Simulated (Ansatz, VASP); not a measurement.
**One calculation of GaP, two programs**

POSCAR

```
GaP
1.0
    0.0000000000      2.7252500000      2.7252500000
    2.7252500000      0.0000000000      2.7252500000
    2.7252500000      2.7252500000      0.0000000000
Ga P
1 1
Direct
    0.0000000000      0.0000000000      0.0000000000
    0.2500000000      0.2500000000      0.2500000000
```

File INCAR.step1:

```
SYSTEM = GaP
ALGO = Normal ; EDIFF = 1E-4
ENCUT = 520 ; GGA = PE
ISMEAR = 0 ; LASPH = .True.
LCHARG = .False. ; LREAL = .False.
LWAVE = .True. ; NBANDS = 16
NELM = 100 ; PREC = Accurate
SIGMA = 0.05
```

File INCAR.step2:

```
SYSTEM = GaP
ALGO = Normal ; EDIFF = 1E-6
ENCUT = 520 ; ISIF = 2
ISMEAR = 0 ; ISTART = 1
LASPH = .True. ; LCHARG = .True.
LELF = .True. ; LMIXTAU = .True.
LREAL = .False. ; LVHAR = .True.
LWAVE = .False. ; METAGGA = R2SCAN
NBANDS = 16 ; NELM = 100
PREC = Accurate ; SIGMA = 0.05
```

The input KPOINTS:

```
k-points
0
Gamma
  10 10 10
  0 0 0
```

Input for Ansatz:

```yaml
crystal:
  lattice:
    - [0.0, 2.72525, 2.72525]
    - [2.72525, 0.0, 2.72525]
    - [2.72525, 2.72525, 0.0]
  atoms:
    - { symbol: Ga, position: [0.0, 0.0, 0.0] }
    - { symbol: P, position: [0.25, 0.25, 0.25] }
basis:
  ecutwfc: 500
  fft_grid_basis: typed
kpoints:
  mp_grid: { grid: [10, 10, 10] }
hamiltonian:
  xc: r2scan
scf:
  occupations: { method: gaussian, width: 0.05 }
output:
  forces: true
  stress: true
  eigenvalues: true
  bader: true
  write_density: true
  volumetric_format: npy
  elf: true
```

Alike in both runs: task single point; functional r2SCAN; k mesh 10 × 10 × 10; occupations gaussian, width 0.05 eV; no spin polarisation.

|  | VASP | Ansatz |
| --- | --- | --- |
| version | VASP 6.6.1 | Ansatz 0.2.0 |
| potentials or method | VASP PAW PBE potentials, release 64 (Ga_d, P), cutoff 520 eV | scalar-relativistic, plane waves, PAW |
| valence electrons in the cell | 18 | 18 |

|  | VASP | Ansatz | Ansatz less VASP |
| --- | --- | --- | --- |
| gap on the k mesh at the Fermi level (eV) | 1.86 | 1.86 | -0.008 |
| pressure (GPa) | 0.0 | 0.0 | +0.06 |

VASP's potentials were made for PBE, not for r2SCAN.
